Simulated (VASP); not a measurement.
# Li2SbMo3 (P-6m2) in VASP: further runs

Li2SbMo3 is run at these levels: PBE; tasks: single point.

Everything below comes from runs of VASP 6.6.1. Logs are shortened: lines on timing, memory, paths and dates and some standing lists are left out, and cuts for length are marked.

## 1. The cell of the first run

The structure is hexagonal, space group P-6m2 (No. 187). Conventional cell: a = 4.319 Å, b = 4.319 Å, c = 7.849 Å, α = 90.00°, β = 90.00°, γ = 120.00°. Li (site symmetry 3m) has 3 Mo at 1.81 Å and 1 Li at 2.36 Å within 2.4 Å. Within 3.6 Å of Sb (site symmetry -6m2) lie 2 Li at 2.74 Å. Mo (site symmetry mm2) has 2 Li at 1.81 Å and 4 Mo at 1.94 to 2.38 Å within 2.4 Å.

The cell was generated, and may not be a known phase.

## 2. Single point, PBE

Input file INCAR:

```
SYSTEM = Li2SbMo3
ALGO = Normal
EDIFF = 1E-6
ENCUT = 520
GGA = PE
ISIF = 2
ISMEAR = 0
LASPH = .TRUE.
LCHARG = .FALSE.
LREAL = .FALSE.
LWAVE = .FALSE.
NBANDS = 36
NELM = 60
PREC = Accurate
SIGMA = 0.1
```

Input file KPOINTS:

```
k-points
0
G
  6 6 2
  0 0 0
```

Input file POSCAR:

```
Li2SbMo3
1.0
    4.3191501300      0.0000000000      0.0000000000
   -2.1595750600      3.7404937300      0.0000000000
    0.0000000000      0.0000000000      7.8487634500
Li Sb Mo
2 1 3
Direct
    0.0000000000      0.0000000000      0.1504817300
    0.0000000000      0.0000000000      0.8495182700
    0.0000000000      0.0000000000      0.5000000000
    0.1834235000      0.8165765000      0.0000000000
    0.1834235000      0.3668470000      0.0000000000
    0.6331530000      0.8165765000      0.0000000000
```

Potentials or basis: VASP PAW PBE potentials, release 64 (Li_sv, Sb, Mo_sv).

On the command line:

```bash
$ cat potpaw_PBE.64/Li_sv/POTCAR potpaw_PBE.64/Sb/POTCAR potpaw_PBE.64/Mo_sv/POTCAR > POTCAR
$ mpirun -np 1 vasp_std > vasp.out
```

OUTCAR:

```text
SYSTEM = Li2SbMo3
   EDIFF = 1E-6
   ENCUT = 520
   GGA = PE
   ISIF = 2
   ISMEAR = 0
   LASPH = .TRUE.
   LREAL = .FALSE.
   NELM = 60
   PREC = Accurate

 ion  position               nearest neighbor table
   1  0.000  0.000  0.150-   5 1.81   4 1.81   6 1.81   2 2.36   3 2.74
   2  0.000  0.000  0.850-   5 1.81   4 1.81   6 1.81   1 2.36   3 2.74
   3  0.000  0.000  0.500-   1 2.74   2 2.74
   4  0.183  0.817  0.000-   1 1.81   2 1.81   5 1.94   6 1.94   5 2.38   6 2.38
   5  0.183  0.367  0.000-   1 1.81   2 1.81   4 1.94   6 1.94   4 2.38   6 2.38
   6  0.633  0.817  0.000-   1 1.81   2 1.81   5 1.94   4 1.94   5 2.38   4 2.38

  LATTYP: Found a hexagonal cell.
 ALAT       =     4.3191501300
 C/A-ratio  =     1.8172008876

  Lattice vectors:

 A1 = (   4.3191501300,   0.0000000000,   0.0000000000)
 A2 = (  -2.1595750600,   3.7404937300,   0.0000000000)
 A3 = (   0.0000000000,   0.0000000000,   7.8487634500)

Analysis of symmetry for initial positions (statically):
=====================================================================
 Subroutine PRICEL returns:
 Original cell was already a primitive cell.

 Routine SETGRP: Setting up the symmetry group for a
 hexagonal supercell.

 Subroutine GETGRP returns: Found 12 space group operations
 (whereof 12 operations were pure point group operations)
 out of a pool of 24 trial point group operations.

The static configuration has the point symmetry D_3h.

Analysis of symmetry for dynamics (positions and initial velocities):
=====================================================================
 Subroutine PRICEL returns:
 Original cell was already a primitive cell.

 Routine SETGRP: Setting up the symmetry group for a
 hexagonal supercell.

 Subroutine GETGRP returns: Found 12 space group operations
 (whereof 12 operations were pure point group operations)
 out of a pool of 24 trial point group operations.

The dynamic configuration has the point symmetry D_3h.

 Subroutine INISYM returns: Found 12 space group operations
 (whereof 12 operations are pure point group operations),
 and found     1 'primitive' translations

----------------------------------------------------------------------------------------

                                     Primitive cell

  volume of cell :     126.8027

  direct lattice vectors                    reciprocal lattice vectors
     4.319150130  0.000000000  0.000000000     0.231527030  0.133672193  0.000000000
    -2.159575060  3.740493730  0.000000000     0.000000000  0.267344386  0.000000000
     0.000000000  0.000000000  7.848763450     0.000000000  0.000000000  0.127408605

  length of vectors
     4.319150130  4.319150123  7.848763450     0.267344386  0.267344386  0.127408605

  position of ions in fractional coordinates (direct lattice)
     0.000000000  0.000000000  0.150481730
     0.000000000  0.000000000  0.849518270
     0.000000000  0.000000000  0.500000000
     0.183423500  0.816576500  0.000000000
     0.183423500  0.366847000  0.000000000
     0.633153000  0.816576500  0.000000000

  ion indices of the primitive-cell ions
   primitive index   ion index
                 1           1
                 2           2
                 3           3
                 4           4
                 5           5
                 6           6

----------------------------------------------------------------------------------------

 KPOINTS: k-points

Automatic generation of k-mesh.
 Grid dimensions read from file:
 generate k-points for:    6    6    2

 Generating k-lattice:

  Cartesian coordinates                     Fractional coordinates (reciprocal lattice)
     0.038587838  0.022278699  0.000000000     0.166666667 -0.000000000  0.000000000
     0.000000000  0.044557398  0.000000000     0.000000000  0.166666667  0.000000000
     0.000000000  0.000000000  0.063704302     0.000000000  0.000000000  0.500000000

  Length of vectors
     0.044557398  0.044557398  0.063704302

  Shift w.r.t. Gamma in fractional coordinates (k-lattice)
     0.000000000  0.000000000  0.000000000

 Subroutine IBZKPT returns following result:
 ===========================================

 Found     14 irreducible k-points:

 Following reciprocal coordinates:
            Coordinates               Weight
  0.000000  0.000000  0.000000      1.000000
  0.166667  0.000000  0.000000      6.000000
  0.333333 -0.000000  0.000000      6.000000
  0.500000 -0.000000  0.000000      3.000000
  0.166667  0.166667  0.000000      6.000000
  0.333333  0.166667  0.000000     12.000000
  0.333333  0.333333  0.000000      2.000000
  0.000000  0.000000  0.500000      1.000000
  0.166667  0.000000  0.500000      6.000000
  0.333333 -0.000000  0.500000      6.000000
  0.500000 -0.000000  0.500000      3.000000
  0.166667  0.166667  0.500000      6.000000
  0.333333  0.166667  0.500000     12.000000
  0.333333  0.333333  0.500000      2.000000
   k-points           NKPTS =     14   k-points in BZ     NKDIM =     14   number of bands    NBANDS=     36
   number of dos      NEDOS =    301   number of ions     NIONS =      6
   total plane-waves  NPLWV =  61440
   dimension x,y,z NGX =    32 NGY =   32 NGZ =   60
   dimension x,y,z NGXF=    64 NGYF=   64 NGZF=  120
   ions per type =               2   1   3
   NGX,Y,Z   is equivalent  to a cutoff of  12.32, 12.32, 12.71 a.u.
   NGXF,Y,Z  is equivalent  to a cutoff of  24.63, 24.63, 25.42 a.u.
 SYSTEM =  Li2SbMo3
   PREC   = accura    normal or accurate (medium, high low for compatibility)
   ISTART =      0    job   : 0-new  1-cont  2-samecut
   ICHARG =      2    charge: 1-file 2-atom 10-const
   ISPIN  =      1    spin polarized calculation?
   LNONCOLLINEAR =      F non collinear calculations
   LSORBIT =      F    spin-orbit coupling
   LASPH  =      T    aspherical Exc in radial PAW
   ENCUT  =  520.0 eV  38.22 Ry    6.18 a.u.   8.03  8.03 14.59*2*pi/ulx,y,z
   NELM   =     60;   NELMIN=  2; NELMDL= -5     # of ELM steps
   EDIFF  = 0.1E-05   stopping-criterion for ELM
   LREAL  =      F    real-space projection
   EDIFFG = 0.1E-04   stopping-criterion for IOM
   NSW    =      0    number of steps for IOM
   IBRION =     -1    ionic relax: 0-MD 1-quasi-New 2-CG
   NFREE  =      0    steps in history (QN), initial steepest desc. (CG)
   ISIF   =      2    stress and relaxation
   ISYM   =      2    0-nonsym 1-usesym 2-fastsym
   POTIM  = 0.5000    time-step for ionic-motion
   TEBEG  =    0.0;   TEEND  =   0.0 temperature during run
   PSTRESS=    0.0 pullay stress
   NELECT =      53.0000    total number of electrons
   NUPDOWN=      -1.0000    fix difference up-down
   EMIN   =  10.00;   EMAX   =-10.00  energy-range for DOS
   EFERMI =   0.00;   METHOD = LEGACY
   ISMEAR =     0;   SIGMA  =   0.10  broadening in eV -4-tet -1-fermi 0-gaus
   EFERMI_NEDOS =   21; number of points for ismear=-14 and -15
   IALGO  =     38    algorithm
   IMIX   =      4    mixing-type and parameters
     AMIX     =   0.40;   BMIX     =  1.00
     AMIX_MAG =   1.60;   BMIX_MAG =  1.00
  volume/ion in A,a.u.               =      21.13       142.62
  Fermi-wavevector in a.u.,A,eV,Ry     =   1.224026  2.313074 20.384787  1.498240
  Thomas-Fermi vector in A             =   2.359116
   LORBIT       =      0    0 simple, 1 ext, 2 COOP (PROOUT), +10 PAW based schemes
   GGA     = PE    functional components
   LHFCALC =     F    Hartree Fock is set to
   AEXX    =    0.0000 exact exchange contribution
   IVDW    =     0    specifies the selected vdW correction
   LEPSILON=     F    determine dielectric tensor
   LRPA    =     F    only Hartree local field effects (RPA)
 non-spin polarized calculation
 Gauss-broadening in eV      SIGMA  =   0.10
  energy-cutoff  :      520.00
  volume of cell :      126.80
 maximum number of plane-waves:      3436
   NGX = 17   NGY = 17   NGZ = 29

 number of electron      53.0000007 magnetization

 Free energy of the ion-electron system (eV)
  ---------------------------------------------------
  ext. energy  EPLUGINS =         0.00000000
  ---------------------------------------------------
  free energy    TOTEN  =       -10.49694835 eV

  energy without entropy =      -10.46422847  energy(sigma->0) =      -10.48058841

 E-fermi :   5.4414     XC(G=0):  -9.3341

 val. band max:        5.3604349257   @ k =   0.1667   0.0000   0.0000
 cond. band min:       5.4474044685   @ k =   0.3333  -0.0000   0.5000
 fundamental gap:      0.0869695428
 Fermi energy:         5.4414042572

 k-point     1 :       0.0000    0.0000    0.0000
  band No.  band energies     occupation
      1     -57.8394      2.00000
      2     -55.1124      2.00000
      3     -55.1124      2.00000
      4     -43.6820      2.00000
      5     -43.5470      2.00000
      6     -35.5606      2.00000
[... 28 lines left out ...]
     35      11.0235      0.00000
     36      11.4914      0.00000

 k-point     2 :       0.1667    0.0000    0.0000
  band No.  band energies     occupation
      1     -57.7757      2.00000
      2     -55.2190      2.00000
      3     -55.1156      2.00000
      4     -43.6351      2.00000
      5     -43.5461      2.00000
      6     -35.3738      2.00000
[... 28 lines left out ...]
     35      11.2231      0.00000
     36      11.8193      0.00000

 k-point     3 :       0.3333   -0.0000    0.0000
  band No.  band energies     occupation
      1     -57.6316      2.00000
      2     -55.4470      2.00000
      3     -55.1218      2.00000
      4     -43.5445      2.00000
      5     -43.5438      2.00000
      6     -34.9633      2.00000
[... 28 lines left out ...]
     35       9.7669      0.00000
     36      10.2178      0.00000
[... 352 lines left out ...]
 k-point    13 :       0.3333    0.1667    0.5000
  band No.  band energies     occupation
      1     -57.5485      2.00000
      2     -55.5688      2.00000
      3     -55.1274      2.00000
      4     -43.5427      2.00000
      5     -43.5006      2.00000
      6     -34.7063      2.00000
[... 28 lines left out ...]
     35       9.1976      0.00000
     36      10.2426      0.00000

 k-point    14 :       0.3333    0.3333    0.5000
  band No.  band energies     occupation
      1     -57.5033      2.00000
      2     -55.6320      2.00000
      3     -55.1316      2.00000
      4     -43.5422      2.00000
      5     -43.4788      2.00000
      6     -34.5395      2.00000
[... 28 lines left out ...]
     35       9.8511      0.00000
     36       9.9571      0.00000

------------------------ aborting loop because EDIFF is reached ----------------------------------------

  FORCE on cell =-STRESS in cart. coord.  units (eV):
  Direction    XX          YY          ZZ          XY          YZ          ZX
  --------------------------------------------------------------------------------------
  -------------------------------------------------------------------------------------
  Total       70.7487577     70.7487575     24.1540087      0.0000001     -0.0000000     -0.0000000
  in kB      893.9246838    893.9246813    305.1907234      0.0000012     -0.0000000     -0.0000000
  external PRESSURE =     697.6800295 kB  Pullay stress =       0.0000000 kB

 VOLUME and BASIS-vectors are now :
 -----------------------------------------------------------------------------
  energy-cutoff  :      520.00
  volume of cell :      126.80
      direct lattice vectors                 reciprocal lattice vectors
     4.319150130  0.000000000  0.000000000     0.231527030  0.133672193  0.000000000
    -2.159575060  3.740493730  0.000000000     0.000000000  0.267344386  0.000000000
     0.000000000  0.000000000  7.848763450     0.000000000  0.000000000  0.127408605

 POSITION                                       TOTAL-FORCE (eV/Angst)
 -----------------------------------------------------------------------------------
      0.00000      0.00000      1.18110         0.000000     -0.000000     12.609229
      0.00000      0.00000      6.66767         0.000000     -0.000000    -12.609229
      0.00000      0.00000      3.92438        -0.000000      0.000000      0.000000
     -0.97122      3.05440      0.00000        -9.168732      5.293570     -0.000000
      0.00000      1.37219      0.00000        -0.000000    -10.587140     -0.000000
      0.97122      3.05440      0.00000         9.168732      5.293570     -0.000000
 -----------------------------------------------------------------------------------
    total drift:                               -0.000001      0.000001     -0.000000

  FREE ENERGIE OF THE ION-ELECTRON SYSTEM (eV)
  ---------------------------------------------------
  free  energy   TOTEN  =       -10.4969483526 eV

  energy  without entropy=      -10.4642284740  energy(sigma->0) =      -10.48058841
```

Run time: 2.2 min. Hardware: 1 thread of Intel Xeon 8259CL, shared host; peak memory 0.23 GiB.

What came out:

| Quantity | Value |
| --- | --- |
| Free energy | -10.4969 eV |
| Largest force | 12.609 eV/Å |
| Band gap on the k mesh | zero (an odd number of electrons rules out a gap without spin polarisation) |

Forces in eV/Å, atoms in the order of the input:
```
Li    0.000   0.000  12.609
Li    0.000   0.000 -12.609
Sb    0.000   0.000   0.000
Mo   -9.169   5.294   0.000
Mo    0.000 -10.587   0.000
Mo    9.169   5.294   0.000
```

Caveat: the k points lie up to 0.40 Å⁻¹ apart, too coarse for converged energies and pressures of a metal; the cutoff is under 1.25 times the usual one of these potentials, so pressure, stress and relaxed cells hold a basis-set (Pulay) error; atoms lie so close that the PAW spheres overlap strongly, which falsifies energies and pressures; spin-orbit coupling is left out, which moves the levels of the heavy elements; forces of over 1 eV/Å act on the atoms, so gaps and moduli don't describe the material at rest.

[end of part 1 of 2]

The gap in the log of VASP goes by the Fermi energy; the results here count the filled bands.